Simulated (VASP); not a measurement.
# SnO2 (P-1) in VASP: single point with LDA

Aim: the single point of SnO2 with LDA.

Everything below comes from runs of VASP 6.6.1. Logs are shortened: lines on timing, memory, paths and dates and some standing lists are left out, and cuts for length are marked.

## Step 1: The cell of the first run

The typed cell holds 12 atoms: a = 5.699 Å, b = 5.699 Å, c = 5.671 Å, α = 112.34°, β = 107.38°, γ = 108.26°.

## Step 2: Single point, LDA

Contents of INCAR:

```
  ALGO = Normal
  EDIFF = 1E-6
  ENCUT = 520
  GGA = CA
  ISIF = 2
  ISMEAR = 0
  KPAR = 4
  LASPH = T
  LCHARG = F
  LREAL = F
  LWAVE = F
  NBANDS = 64
  NELM = 60
  PREC = Accurate
  SIGMA = 0.02
```

Contents of KPOINTS:

```
k-points
0
Gamma
  6 6 6
```

Contents of POSCAR:

```
SnO2
1.0
   -3.1904240030      3.3392222528      3.3392226050
    3.1904240030     -3.3392222528      3.3392226050
    3.1387693704      3.3932860068     -3.2851588452
Sn O
4 8
Direct
    0.9999968748      0.2499968853      0.7499999321
    0.0000031252      0.7500031147      0.2500000679
    0.5000000000      0.5000000000      0.5000000000
    0.5000000000      0.0000000000      0.0000000000
    0.1932153283      0.1932564741      0.4981796652
    0.6934257145      0.7490113964      0.9442569874
    0.1932153193      0.6932519511      0.9981752150
    0.3065761050      0.7509903558      0.5557430923
    0.6934238950      0.2490096442      0.4442569077
    0.3065742855      0.2509886036      0.0557430126
    0.8067846807      0.3067480489      0.0018247850
    0.8067846717      0.8067435259      0.5018203348
```

Potentials or basis: VASP PAW LDA potentials, release 64 (Sn_d, O).

Command:

```
> cat potpaw_LDA.64/Sn_d/POTCAR potpaw_LDA.64/O/POTCAR > POTCAR
> mpirun -np 4 vasp_std > vasp.out
```

OUTCAR:

```text
EDIFF = 1E-6
   ENCUT = 520
   GGA = CA
   ISIF = 2
   ISMEAR = 0
   LASPH = T
   LREAL = F
   NELM = 60
   PREC = Accurate

 ion  position               nearest neighbor table
   1  1.000  0.250  0.750-  11 2.04   5 2.04  12 2.05   7 2.05   9 2.06  10 2.06   2 3.16   2 3.16
                             4 3.68   3 3.68   3 3.71   4 3.71   3 3.72   4 3.72   4 3.72   3 3.72
   2  0.000  0.750  0.250-   7 2.04  12 2.04   5 2.05  11 2.05   8 2.06   6 2.06   1 3.16   1 3.16
                             4 3.68   3 3.68   3 3.71   4 3.71   3 3.72   4 3.72   4 3.72   3 3.72
   3  0.500  0.500  0.500-   5 2.04  12 2.04   9 2.05   8 2.05  10 2.05   6 2.05   4 3.16   4 3.16
                             2 3.68   1 3.68   1 3.71   2 3.71   1 3.72   2 3.72   2 3.72   1 3.72
   4  0.500  0.000  0.000-   7 2.04  11 2.04  10 2.05   6 2.05   8 2.05   9 2.05   3 3.16   3 3.16
                             1 3.68   2 3.68   2 3.71   1 3.71   1 3.72   2 3.72   2 3.72   1 3.72
   5  0.193  0.193  0.498-   1 2.04   3 2.04   2 2.05
   6  0.693  0.749  0.944-   4 2.05   3 2.05   2 2.06
   7  0.193  0.693  0.998-   2 2.04   4 2.04   1 2.05
   8  0.307  0.751  0.556-   3 2.05   4 2.05   2 2.06
   9  0.693  0.249  0.444-   3 2.05   4 2.05   1 2.06
  10  0.307  0.251  0.056-   4 2.05   3 2.05   1 2.06
  11  0.807  0.307  0.002-   1 2.04   4 2.04   2 2.05
  12  0.807  0.807  0.502-   2 2.04   3 2.04   1 2.05

  LATTYP: Found a triclinic cell.
 ALAT       =     5.6990892411
 B/A-ratio  =     1.6573170906
 C/A-ratio  =     1.8686229404
 COS(alpha) =     0.0011563780
 COS(beta)  =     0.4977054403
 COS(gamma) =     0.8316410111

  Lattice vectors:

 A1 = (  -3.1904240030,   3.3392222528,  -3.3392226050)
 A2 = (  -0.0516546326,   6.7325082596,  -6.6243814502)
 A3 = (  -9.4679627438,  -3.4473497608,  -3.4473501246)

Analysis of symmetry for initial positions (statically):
=====================================================================
 Subroutine PRICEL returns:
 Original cell was already a primitive cell.

 Routine SETGRP: Setting up the symmetry group for a
 triclinic supercell.

 Subroutine GETGRP returns: Found  2 space group operations
 (whereof  2 operations were pure point group operations)
 out of a pool of  2 trial point group operations.

The static configuration has the point symmetry S_2 .

Analysis of symmetry for dynamics (positions and initial velocities):
=====================================================================
 Subroutine PRICEL returns:
 Original cell was already a primitive cell.

 Routine SETGRP: Setting up the symmetry group for a
 triclinic supercell.

 Subroutine GETGRP returns: Found  2 space group operations
 (whereof  2 operations were pure point group operations)
 out of a pool of  2 trial point group operations.

The dynamic configuration has the point symmetry S_2 .

 Subroutine INISYM returns: Found  2 space group operations
 (whereof  2 operations are pure point group operations),
 and found     1 'primitive' translations

----------------------------------------------------------------------------------------

                                     Primitive cell

  volume of cell :     142.2981

  direct lattice vectors                    reciprocal lattice vectors
    -3.190424003  3.339222253  3.339222605    -0.002537362  0.147311170  0.149735450
     3.190424003 -3.339222253  3.339222605     0.156718981 -0.000000000  0.149735450
     3.138769370  3.393286007 -3.285158845     0.156718981  0.149735466  0.000000000

  length of vectors
     5.699089241  5.699089241  5.670849295     0.210066000  0.216752265  0.216752275

  position of ions in fractional coordinates (direct lattice)
     0.999996875  0.249996885  0.749999932
     0.000003125  0.750003115  0.250000068
     0.500000000  0.500000000  0.500000000
     0.500000000  0.000000000  0.000000000
     0.193215328  0.193256474  0.498179665
     0.693425715  0.749011396  0.944256987
     0.193215319  0.693251951  0.998175215
     0.306576105  0.750990356  0.555743092
     0.693423895  0.249009644  0.444256908
     0.306574285  0.250988604  0.055743013
     0.806784681  0.306748049  0.001824785
     0.806784672  0.806743526  0.501820335

  ion indices of the primitive-cell ions
   primitive index   ion index
                 1           1
                 2           2
                 3           3
                 4           4
                 5           5
                 6           6
                 7           7
                 8           8
                 9           9
                10          10
                11          11
                12          12

----------------------------------------------------------------------------------------

 KPOINTS: k-points

Automatic generation of k-mesh.
 Grid dimensions read from file:
 generate k-points for:    6    6    6

 Generating k-lattice:

  Cartesian coordinates                     Fractional coordinates (reciprocal lattice)
    -0.000422894  0.024551862  0.024955908     0.166666667 -0.000000000  0.000000000
     0.026119830 -0.000000000  0.024955908     0.000000000  0.166666667  0.000000000
     0.026119830  0.024955911  0.000000000     0.000000000  0.000000000  0.166666667

  Length of vectors
     0.035011000  0.036125377  0.036125379

  Shift w.r.t. Gamma in fractional coordinates (k-lattice)
     0.000000000  0.000000000  0.000000000

 Subroutine IBZKPT returns following result:
 ===========================================

 Found    112 irreducible k-points:

 Following reciprocal coordinates:
            Coordinates               Weight
  0.000000  0.000000  0.000000      1.000000
  0.166667  0.000000  0.000000      2.000000
  0.333333  0.000000  0.000000      2.000000
  0.500000  0.000000  0.000000      1.000000
  0.000000  0.166667  0.000000      2.000000
  0.166667  0.166667  0.000000      2.000000
[... 16 lines left out ...]
  0.333333  0.000000  0.166667      2.000000
  0.500000  0.000000  0.166667      2.000000
 [... further k-points ...]
   k-points           NKPTS =    112   k-points in BZ     NKDIM =    112   number of bands    NBANDS=     64
   number of dos      NEDOS =    301   number of ions     NIONS =     12
   total plane-waves  NPLWV =  74088
   dimension x,y,z NGX =    42 NGY =   42 NGZ =   42
   dimension x,y,z NGXF=    84 NGYF=   84 NGZF=   84
   ions per type =               4   8
   NGX,Y,Z   is equivalent  to a cutoff of  12.25, 12.25, 12.31 a.u.
   NGXF,Y,Z  is equivalent  to a cutoff of  24.50, 24.50, 24.63 a.u.
 SYSTEM =  unknown system
   PREC   = accura    normal or accurate (medium, high low for compatibility)
   ISTART =      0    job   : 0-new  1-cont  2-samecut
   ICHARG =      2    charge: 1-file 2-atom 10-const
   ISPIN  =      1    spin polarized calculation?
   LNONCOLLINEAR =      F non collinear calculations
   LSORBIT =      F    spin-orbit coupling
   LASPH  =      T    aspherical Exc in radial PAW
   ENCUT  =  520.0 eV  38.22 Ry    6.18 a.u.  10.60 10.60 10.54*2*pi/ulx,y,z
   NELM   =     60;   NELMIN=  2; NELMDL= -5     # of ELM steps
   EDIFF  = 0.1E-05   stopping-criterion for ELM
   LREAL  =      F    real-space projection
   EDIFFG = 0.1E-04   stopping-criterion for IOM
   NSW    =      0    number of steps for IOM
   IBRION =     -1    ionic relax: 0-MD 1-quasi-New 2-CG
   NFREE  =      0    steps in history (QN), initial steepest desc. (CG)
   ISIF   =      2    stress and relaxation
   ISYM   =      2    0-nonsym 1-usesym 2-fastsym
   POTIM  = 0.5000    time-step for ionic-motion
   TEBEG  =    0.0;   TEEND  =   0.0 temperature during run
   PSTRESS=    0.0 pullay stress
   NELECT =     104.0000    total number of electrons
   NUPDOWN=      -1.0000    fix difference up-down
   EMIN   =  10.00;   EMAX   =-10.00  energy-range for DOS
   EFERMI =   0.00;   METHOD = LEGACY
   ISMEAR =     0;   SIGMA  =   0.02  broadening in eV -4-tet -1-fermi 0-gaus
   EFERMI_NEDOS =   21; number of points for ismear=-14 and -15
   IALGO  =     38    algorithm
   IMIX   =      4    mixing-type and parameters
     AMIX     =   0.40;   BMIX     =  1.00
     AMIX_MAG =   1.60;   BMIX_MAG =  1.00
  volume/ion in A,a.u.               =      11.86        80.02
  Fermi-wavevector in a.u.,A,eV,Ry     =   1.474641  2.786667 29.586760  2.174565
  Thomas-Fermi vector in A             =   2.589387
   LORBIT       =      0    0 simple, 1 ext, 2 COOP (PROOUT), +10 PAW based schemes
   GGA     = CA    functional components
   LHFCALC =     F    Hartree Fock is set to
   AEXX    =    0.0000 exact exchange contribution
   IVDW    =     0    specifies the selected vdW correction
   LEPSILON=     F    determine dielectric tensor
   LRPA    =     F    only Hartree local field effects (RPA)
 non-spin polarized calculation
 Gauss-broadening in eV      SIGMA  =   0.02
  energy-cutoff  :      520.00
  volume of cell :      142.30
 maximum number of plane-waves:      3875
   NGX = 21   NGY = 21   NGZ = 21

 number of electron     104.0000011 magnetization

 Free energy of the ion-electron system (eV)
  ---------------------------------------------------
  ext. energy  EPLUGINS =         0.00000000
  ---------------------------------------------------
  free energy    TOTEN  =       -84.53720643 eV

  energy without entropy =      -84.53720643  energy(sigma->0) =      -84.53720643

 E-fermi :   6.0378     XC(G=0): -11.8267

 val. band max:        5.9324817988   @ k =   0.0000   0.0000   0.0000
 cond. band min:       7.1592185572   @ k =   0.0000   0.0000   0.0000
 fundamental gap:      1.2267367583
 Fermi energy:         6.0378274998

 k-point     1 :       0.0000    0.0000    0.0000
  band No.  band energies     occupation
      1     -15.0997      2.00000
      2     -14.8876      2.00000
      3     -14.8187      2.00000
      4     -14.3577      2.00000
      5     -14.3360      2.00000
      6     -14.3358      2.00000
[... 1597 lines left out ...]
     63      16.5691      0.00000
     64      16.5895      0.00000

 [... further k-points ...]

------------------------ aborting loop because EDIFF is reached ----------------------------------------

  FORCE on cell =-STRESS in cart. coord.  units (eV):
  Direction    XX          YY          ZZ          XY          YZ          ZX
  --------------------------------------------------------------------------------------
  -------------------------------------------------------------------------------------
  Total        3.2446301     -1.1116047      1.8646437     -0.0367092     -0.2749737     -0.6957011
  in kB       36.5322717    -12.5158937     20.9945870     -0.4133202     -3.0960126     -7.8331091
  external PRESSURE =      15.0036550 kB  Pullay stress =       0.0000000 kB

 VOLUME and BASIS-vectors are now :
 -----------------------------------------------------------------------------
  energy-cutoff  :      520.00
  volume of cell :      142.30
      direct lattice vectors                 reciprocal lattice vectors
    -3.190424003  3.339222253  3.339222605    -0.002537362  0.147311170  0.149735450
     3.190424003 -3.339222253  3.339222605     0.156718981 -0.000000000  0.149735450
     3.138769370  3.393286007 -3.285158845     0.156718981  0.149735466  0.000000000

 POSITION                                       TOTAL-FORCE (eV/Angst)
 -----------------------------------------------------------------------------------
     -0.03874      5.04938      1.71014         0.000010      0.000006      0.000083
      3.17751     -1.65609      1.68315        -0.000010     -0.000006     -0.000083
      1.56938      1.69664      1.69664        -0.000000     -0.000000     -0.000000
     -1.59521      1.66961      1.66961        -0.000000     -0.000000     -0.000000
      1.56380      1.69033     -0.34608        -0.000119     -0.001984      0.021036
      3.14115      3.01852      1.71458        -0.000245      0.026889     -0.001989
      4.72837      1.71736     -0.31905         0.000028     -0.001985      0.021047
      3.16222      0.40180      1.70575         0.000247     -0.026894      0.002083
     -0.02345      2.99149      1.68754        -0.000247      0.026894     -0.002083
     -0.00238      0.37476      1.67870         0.000245     -0.026889      0.001989
     -1.58960      1.67593      3.71234        -0.000028      0.001985     -0.021047
      1.57497      1.70296      3.73937         0.000119      0.001984     -0.021036
 -----------------------------------------------------------------------------------
    total drift:                               -0.000000     -0.000000      0.000000

  FREE ENERGIE OF THE ION-ELECTRON SYSTEM (eV)
  ---------------------------------------------------
  free  energy   TOTEN  =       -84.5372064307 eV

  energy  without entropy=      -84.5372064307  energy(sigma->0) =      -84.53720643
```

It took 8.8 min on 4 MPI ranks of Oxide Virtual Turin-like, shared host; peak memory 0.69 GiB.

What came out:

```
Free energy            : -84.5372 eV
Pressure               : 1.5 GPa
Largest force          : 0.027 eV/Å
Band gap on the k mesh : 1.23 eV
```

Forces in eV/Å, atoms in the order of the input:
```
Sn   0.000  0.000  0.000
Sn   0.000  0.000  0.000
Sn   0.000  0.000  0.000
Sn   0.000  0.000  0.000
O    0.000 -0.002  0.021
O    0.000  0.027 -0.002
O    0.000 -0.002  0.021
O    0.000 -0.027  0.002
O    0.000  0.027 -0.002
O    0.000 -0.027  0.002
O    0.000  0.002 -0.021
O    0.000  0.002 -0.021
```

Stress tensor (GPa, compression positive):
```
 3.65 -0.04 -0.78
-0.04 -1.25 -0.31
-0.78 -0.31  2.10
```

Levels at points of the mesh, in eV from the valence-band top:
```
           k point  band 48  band 49  band 50  band 51  band 52  band 53  band 54  band 55  band 56  band 57
(0.00, 0.00, 0.00)    -0.92    -0.86    -0.82    -0.79     0.00     1.23     4.68     4.72     6.08     6.12
(0.50, 0.00, 0.00)    -1.10    -0.76    -0.73    -0.66    -0.65     4.35     4.39     6.33     6.38     6.92
(0.00, 0.50, 0.00)    -1.08    -0.92    -0.92    -0.51    -0.51     4.51     4.51     6.14     6.14     8.53
(0.50, 0.50, 0.00)    -1.11    -0.85    -0.85    -0.54    -0.54     4.51     4.51     6.09     6.09     8.55
(0.00, 0.00, 0.50)    -1.11    -0.85    -0.85    -0.54    -0.54     4.51     4.51     6.09     6.09     8.57
(0.50, 0.00, 0.50)    -1.11    -0.93    -0.93    -0.54    -0.54     4.51     4.51     6.13     6.13     8.55
(0.00, 0.50, 0.50)    -1.13    -0.77    -0.73    -0.68    -0.67     4.34     4.39     6.32     6.37     6.89
(0.50, 0.50, 0.50)    -1.35    -1.30    -1.23    -0.99    -0.90     4.77     4.81     6.08     6.08     7.37
```

Caveat: spin-orbit coupling is left out, which moves the levels of the heavy elements.
